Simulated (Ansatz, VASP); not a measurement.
# BeRe in VASP and in Ansatz

INCAR

```
SYSTEM = BeRe
ALGO     = Normal         ! electronic algorithm
EDIFF    = 1E-6           ! SCF threshold, eV
EDIFFG   = -0.01          ! ionic threshold
ENCUT    = 600            ! plane-wave cutoff, eV
GGA      = PE             ! functional
IBRION   = 2              ! ionic algorithm
ISIF     = 3              ! what is computed and relaxed
ISMEAR   = 0              ! smearing method
LASPH    = .TRUE.         ! aspherical terms in the spheres
LCHARG   = .FALSE.        ! write CHGCAR
LREAL    = .FALSE.        ! projectors in reciprocal space
LWAVE    = .FALSE.        ! write WAVECAR
NELM     = 80             ! most SCF steps
NSW      = 100            ! ionic steps
PREC     = Accurate       ! precision mode
SIGMA    = 0.1            ! smearing width, eV
```

KPOINTS

```
k-points
0
G
  20 20 20
  0 0 0
```

File POSCAR:

```
BeRe
1.0
    0.0000000000      2.4667221790      2.4667221790
    2.4667221790      0.0000000000      2.4667221790
    2.4667221790      2.4667221790      0.0000000000
Be Re
1 1
Direct
    0.0000000000      0.0000000000      0.0000000000
    0.2500000000      0.2500000000      0.2500000000
```

Input for Ansatz:

```yaml
crystal:
  lattice:
    - [0.0, 2.466722179, 2.466722179]
    - [2.466722179, 0.0, 2.466722179]
    - [2.466722179, 2.466722179, 0.0]
  atoms:
    - { symbol: Be, position: [0.0, 0.0, 0.0] }
    - { symbol: Re, position: [0.25, 0.25, 0.25] }
basis:
  ecutwfc: 420
kpoints:
  mp_grid: { grid: [20, 20, 20] }
hamiltonian:
  xc: pbe
scf:
  occupations: { method: gaussian, width: 0.1 }
output:
  forces: true
  stress: true
  eigenvalues: true
relax:
  adjacent_minimum: "off"
  f_tol: 0.01
  max_steps: 80
  cell: { stress_tol: 0.05 }
```

Alike in both runs: task relaxation of cell and atoms; functional PBE; k mesh 20 × 20 × 20; occupations gaussian, width 0.1 eV; no spin polarisation.

```csv
,VASP,Ansatz
version,VASP 6.6.1,Ansatz 0.2.0
potentials or method,"VASP PAW PBE potentials, release 64 (Be, Re), cutoff 600 eV","scalar-relativistic, plane waves, PAW"
valence electrons in the cell,9,17
```

Ansatz gave:

| Quantity | Value |
| --- | --- |
| gap on the k mesh at the Fermi level, each at its own relaxed structure (eV) | none |
| relaxed volume (Å³/atom) | 15.08 |
| relaxed cell length with the largest relative difference (Å) | 3.494 |

Question: What did VASP give for the same quantities?

Answer: gap on the k mesh at the Fermi level, each at its own relaxed structure (eV): none; relaxed volume (Å³/atom): 15.11; relaxed cell length with the largest relative difference (Å): 3.496.

A gap of «none» marks a metal or a gap that the smearing closes. VASP's potentials hold 9 valence electrons a cell and Ansatz's 17, so a difference there can come from the potentials and not from the codes.

Neither program's run includes spin-orbit coupling.
